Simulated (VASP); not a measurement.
# AlAs (F-43m) in VASP: single point with PBEsol

Aim: the single point of AlAs with PBEsol.

All numbers are computed with VASP 6.6.1; they aren't measurements. Logs are shortened: lines on timing, memory, paths and dates and some standing lists are left out, and cuts for length are marked.

## Step 1: The cell of the first run

The structure is cubic, space group F-43m (No. 216). The conventional cell has a = 5.661 Å, b = 5.661 Å, c = 5.661 Å, α = 90.00°, β = 90.00°, γ = 90.00°. Al (site symmetry -43m) has 4 As at 2.45 Å within 3.2 Å. As (site symmetry -43m) has 4 Al at 2.45 Å within 3.2 Å.

## Step 2: Single point, PBEsol

The input, INCAR:

```
PREC = Accurate
ENCUT = 500
EDIFF = 1E-6
ISMEAR = -1
SIGMA = 0.05
LREAL = F
LASPH = T
NELM = 120
ALGO = Normal
ISIF = 2
LWAVE = F
LCHARG = F
GGA = PS
NBANDS = 46
GGA_COMPAT = F
```

The input, KPOINTS:

```
regular mesh
0
Gamma
  2 2 2
```

The input, POSCAR:

```
AlAs
1.0
    0.0000000000      5.6608000000      5.6608000000
    5.6608000000      0.0000000000      5.6608000000
    5.6608000000      5.6608000000      0.0000000000
Al As
8 8
Direct
    0.0000000000      0.0000000000      0.0000000000
    0.0000000000      0.0000000000      0.5000000000
    0.0000000000      0.5000000000      0.0000000000
    0.0000000000      0.5000000000      0.5000000000
    0.5000000000      0.0000000000      0.0000000000
    0.5000000000      0.0000000000      0.5000000000
    0.5000000000      0.5000000000      0.0000000000
    0.5000000000      0.5000000000      0.5000000000
    0.1250000000      0.1250000000      0.1250000000
    0.1250000000      0.1250000000      0.6250000000
    0.1250000000      0.6250000000      0.1250000000
    0.1250000000      0.6250000000      0.6250000000
    0.6250000000      0.1250000000      0.1250000000
    0.6250000000      0.1250000000      0.6250000000
    0.6250000000      0.6250000000      0.1250000000
    0.6250000000      0.6250000000      0.6250000000
```

Potentials or basis: VASP PAW PBE potentials, release 64 (Al, As).

Launch:

```console
cat potpaw_PBE.64/Al/POTCAR potpaw_PBE.64/As/POTCAR > POTCAR
mpirun -np 1 vasp_std > vasp.out
```

OUTCAR:

```text
PREC = Accurate
   ENCUT = 500
   EDIFF = 1E-6
   ISMEAR = -1
   LREAL = F
   LASPH = T
   NELM = 120
   ISIF = 2
   GGA = PS

 ion  position               nearest neighbor table
   1  0.000  0.000  0.000-  10 2.45   9 2.45  11 2.45  13 2.45
   2  0.000  0.000  0.500-   9 2.45  10 2.45  12 2.45  14 2.45
   3  0.000  0.500  0.000-  12 2.45  11 2.45   9 2.45  15 2.45
   4  0.000  0.500  0.500-  11 2.45  10 2.45  12 2.45  16 2.45
   5  0.500  0.000  0.000-  14 2.45  13 2.45   9 2.45  15 2.45
   6  0.500  0.000  0.500-  13 2.45  10 2.45  14 2.45  16 2.45
[... 8 lines left out ...]
  15  0.625  0.625  0.125-   8 2.45   5 2.45   7 2.45   3 2.45
  16  0.625  0.625  0.625-   7 2.45   6 2.45   4 2.45   8 2.45

  LATTYP: Found a face centered cubic cell.
 ALAT       =    11.3216000000

  Lattice vectors:

 A1 = (   0.0000000000,   5.6608000000,   5.6608000000)
 A2 = (   5.6608000000,   0.0000000000,   5.6608000000)
 A3 = (   5.6608000000,   5.6608000000,   0.0000000000)

Analysis of symmetry for initial positions (statically):
=====================================================================
 Subroutine PRICEL returns following result:

  LATTYP: Found a face centered cubic cell.
 ALAT       =     5.6608000000

  Lattice vectors:

 A1 = (   0.0000000000,   2.8304000000,   2.8304000000)
 A2 = (   2.8304000000,   0.0000000000,   2.8304000000)
 A3 = (   2.8304000000,   2.8304000000,   0.0000000000)

   8 primitive cells build up your supercell.

 Routine SETGRP: Setting up the symmetry group for a
 face centered cubic supercell.

 Subroutine GETGRP returns: Found 24 space group operations
 (whereof 24 operations were pure point group operations)
 out of a pool of 48 trial point group operations.

The static configuration has the point symmetry T_d .

Analysis of symmetry for dynamics (positions and initial velocities):
=====================================================================
 Subroutine PRICEL returns following result:

  LATTYP: Found a face centered cubic cell.
 ALAT       =     5.6608000000

  Lattice vectors:

 A1 = (   0.0000000000,   2.8304000000,   2.8304000000)
 A2 = (   2.8304000000,   0.0000000000,   2.8304000000)
 A3 = (   2.8304000000,   2.8304000000,   0.0000000000)

   8 primitive cells build up your supercell.

 Routine SETGRP: Setting up the symmetry group for a
 face centered cubic supercell.

 Subroutine GETGRP returns: Found 24 space group operations
 (whereof 24 operations were pure point group operations)
 out of a pool of 48 trial point group operations.

The dynamic configuration has the point symmetry T_d .

 Subroutine INISYM returns: Found 24 space group operations
 (whereof 24 operations are pure point group operations),
 and found     8 'primitive' translations

----------------------------------------------------------------------------------------

                                     Primitive cell

  volume of cell :      45.3496

  direct lattice vectors                    reciprocal lattice vectors
     0.000000000  2.830400000  2.830400000    -0.176653477  0.176653477  0.176653477
     2.830400000  0.000000000  2.830400000     0.176653477 -0.176653477  0.176653477
     2.830400000  2.830400000  0.000000000     0.176653477  0.176653477 -0.176653477

  length of vectors
     4.002790067  4.002790067  4.002790067     0.305972797  0.305972797  0.305972797

  position of ions in fractional coordinates (direct lattice)
     0.000000000  0.000000000  0.000000000
     0.250000000  0.250000000  0.250000000

  ion indices of the primitive-cell ions
   primitive index   ion index
                 1           1
                 2           9

----------------------------------------------------------------------------------------

 KPOINTS: regular mesh

Automatic generation of k-mesh.
 Grid dimensions read from file:
 generate k-points for:    2    2    2

 Generating k-lattice:

  Cartesian coordinates                     Fractional coordinates (reciprocal lattice)
    -0.044163369  0.044163369  0.044163369     0.500000000  0.000000000  0.000000000
     0.044163369 -0.044163369  0.044163369     0.000000000  0.500000000  0.000000000
     0.044163369  0.044163369 -0.044163369     0.000000000  0.000000000  0.500000000

  Length of vectors
     0.076493199  0.076493199  0.076493199

  Shift w.r.t. Gamma in fractional coordinates (k-lattice)
     0.000000000  0.000000000  0.000000000

 Subroutine IBZKPT returns following result:
 ===========================================

 Found      3 irreducible k-points:

 Following reciprocal coordinates:
            Coordinates               Weight
  0.000000  0.000000  0.000000      1.000000
  0.500000  0.000000  0.000000      4.000000
  0.500000  0.500000  0.000000      3.000000
   k-points           NKPTS =      3   k-points in BZ     NKDIM =      3   number of bands    NBANDS=     46
   number of dos      NEDOS =    301   number of ions     NIONS =     16
   total plane-waves  NPLWV = 216000
   dimension x,y,z NGX =    60 NGY =   60 NGZ =   60
   dimension x,y,z NGXF=   120 NGYF=  120 NGZF=  120
   ions per type =               8   8
   NGX,Y,Z   is equivalent  to a cutoff of  12.46, 12.46, 12.46 a.u.
   NGXF,Y,Z  is equivalent  to a cutoff of  24.92, 24.92, 24.92 a.u.
 SYSTEM =  unknown system
   PREC   = accura    normal or accurate (medium, high low for compatibility)
   ISTART =      0    job   : 0-new  1-cont  2-samecut
   ICHARG =      2    charge: 1-file 2-atom 10-const
   ISPIN  =      1    spin polarized calculation?
   LNONCOLLINEAR =      F non collinear calculations
   LSORBIT =      F    spin-orbit coupling
   LASPH  =      T    aspherical Exc in radial PAW
   ENCUT  =  500.0 eV  36.75 Ry    6.06 a.u.  14.60 14.60 14.60*2*pi/ulx,y,z
   NELM   =    120;   NELMIN=  2; NELMDL= -5     # of ELM steps
   EDIFF  = 0.1E-05   stopping-criterion for ELM
   LREAL  =      F    real-space projection
   EDIFFG = 0.1E-04   stopping-criterion for IOM
   NSW    =      0    number of steps for IOM
   IBRION =     -1    ionic relax: 0-MD 1-quasi-New 2-CG
   NFREE  =      0    steps in history (QN), initial steepest desc. (CG)
   ISIF   =      2    stress and relaxation
   ISYM   =      2    0-nonsym 1-usesym 2-fastsym
   POTIM  = 0.5000    time-step for ionic-motion
   TEBEG  =    0.0;   TEEND  =   0.0 temperature during run
   PSTRESS=    0.0 pullay stress
   NELECT =      64.0000    total number of electrons
   NUPDOWN=      -1.0000    fix difference up-down
   EMIN   =  10.00;   EMAX   =-10.00  energy-range for DOS
   EFERMI =   0.00;   METHOD = LEGACY
   ISMEAR =    -1;   SIGMA  =   0.05  broadening in eV -4-tet -1-fermi 0-gaus
   EFERMI_NEDOS =   21; number of points for ismear=-14 and -15
   IALGO  =     38    algorithm
   IMIX   =      4    mixing-type and parameters
     AMIX     =   0.40;   BMIX     =  1.00
     AMIX_MAG =   1.60;   BMIX_MAG =  1.00
  volume/ion in A,a.u.               =      22.67       153.02
  Fermi-wavevector in a.u.,A,eV,Ry     =   0.918150  1.735052 11.469706  0.843000
  Thomas-Fermi vector in A             =   2.043199
   LORBIT       =      0    0 simple, 1 ext, 2 COOP (PROOUT), +10 PAW based schemes
   GGA     = PS    functional components
   LHFCALC =     F    Hartree Fock is set to
   AEXX    =    0.0000 exact exchange contribution
   IVDW    =     0    specifies the selected vdW correction
   LEPSILON=     F    determine dielectric tensor
   LRPA    =     F    only Hartree local field effects (RPA)
 non-spin polarized calculation
  energy-cutoff  :      500.00
  volume of cell :      362.80
 maximum number of plane-waves:      9272
 NGX is ok and might be reduce to    60
   NGX = 29   NGY = 29   NGZ = 29

 number of electron      63.9999999 magnetization

 Free energy of the ion-electron system (eV)
  ---------------------------------------------------
  ext. energy  EPLUGINS =         0.00000000
  ---------------------------------------------------
  free energy    TOTEN  =       -79.53976161 eV

  energy without entropy =      -79.53975895  energy(sigma->0) =      -79.53976028

 E-fermi :   4.4879     XC(G=0):  -9.1785

 val. band max:        3.8441051878   @ k =   0.0000   0.0000   0.0000
 cond. band min:       5.1316677169   @ k =   0.0000   0.0000   0.0000
 fundamental gap:      1.2875625291
 Fermi energy:         4.4878945403

 k-point     1 :       0.0000    0.0000    0.0000
  band No.  band energies     occupation
      1      -8.0446      2.00000
      2      -6.6088      2.00000
      3      -6.6088      2.00000
      4      -6.6088      2.00000
      5      -6.6088      2.00000
      6      -6.0537      2.00000
[... 36 lines left out ...]
     43       6.0357      0.00000
     44       8.0761      0.00000

 k-point     2 :       0.5000    0.0000    0.0000
  band No.  band energies     occupation
      1      -7.4625      2.00000
      2      -7.4625      2.00000
      3      -6.3769      2.00000
      4      -6.3769      2.00000
      5      -6.3769      2.00000
      6      -6.3769      2.00000
[... 36 lines left out ...]
     43       8.6949      0.00000
     44       8.6953      0.00000

 k-point     3 :       0.5000    0.5000    0.0000
  band No.  band energies     occupation
      1      -7.2618      2.00000
      2      -7.2618      2.00000
      3      -6.6923      2.00000
      4      -6.6923      2.00000
      5      -6.6923      2.00000
      6      -6.6923      2.00000
[... 36 lines left out ...]
     43       9.4507      0.00000
     44       9.4669      0.00000
 [bands above 44 left out]

------------------------ aborting loop because EDIFF is reached ----------------------------------------

  FORCE on cell =-STRESS in cart. coord.  units (eV):
  Direction    XX          YY          ZZ          XY          YZ          ZX
  --------------------------------------------------------------------------------------
  -------------------------------------------------------------------------------------
  Total        2.5435753      2.5435753      2.5435753      0.0000000     -0.0000000     -0.0000000
  in kB       11.2328965     11.2328965     11.2328965      0.0000000     -0.0000000     -0.0000000
  external PRESSURE =      11.2328965 kB  Pullay stress =       0.0000000 kB

 VOLUME and BASIS-vectors are now :
 -----------------------------------------------------------------------------
  energy-cutoff  :      500.00
  volume of cell :      362.80
      direct lattice vectors                 reciprocal lattice vectors
     0.000000000  5.660800000  5.660800000    -0.088326738  0.088326738  0.088326738
     5.660800000  0.000000000  5.660800000     0.088326738 -0.088326738  0.088326738
     5.660800000  5.660800000  0.000000000     0.088326738  0.088326738 -0.088326738

 POSITION                                       TOTAL-FORCE (eV/Angst)
 -----------------------------------------------------------------------------------
      0.00000      0.00000      0.00000        -0.000000      0.000000     -0.000000
      2.83040      2.83040      0.00000         0.000000      0.000000     -0.000000
      2.83040      0.00000      2.83040        -0.000000      0.000000      0.000000
      5.66080      2.83040      2.83040         0.000000      0.000000     -0.000000
      0.00000      2.83040      2.83040         0.000000      0.000000     -0.000000
      2.83040      5.66080      2.83040         0.000000     -0.000000     -0.000000
[... 8 lines left out ...]
      4.24560      4.24560      7.07600        -0.000000     -0.000000      0.000000
      7.07600      7.07600      7.07600        -0.000000      0.000000      0.000000
 -----------------------------------------------------------------------------------
    total drift:                                0.000000      0.000000      0.000000

  FREE ENERGIE OF THE ION-ELECTRON SYSTEM (eV)
  ---------------------------------------------------
  free  energy   TOTEN  =       -79.5397616132 eV

  energy  without entropy=      -79.5397589486  energy(sigma->0) =      -79.53976028
```

Run time: 42 s. Hardware: 1 thread of Intel Xeon 6975P-C (Granite Rapids), shared host; peak memory 0.47 GiB.

Results:

```yaml
Free_energy: -79.5398 eV
Pressure: 1.1 GPa
Band_gap_on_the_k_mesh: 1.29 eV
```

Caveat: the k points lie up to 0.48 Å⁻¹ apart; the PAW data sets were made with another functional, which shifts forces and pressure a little.
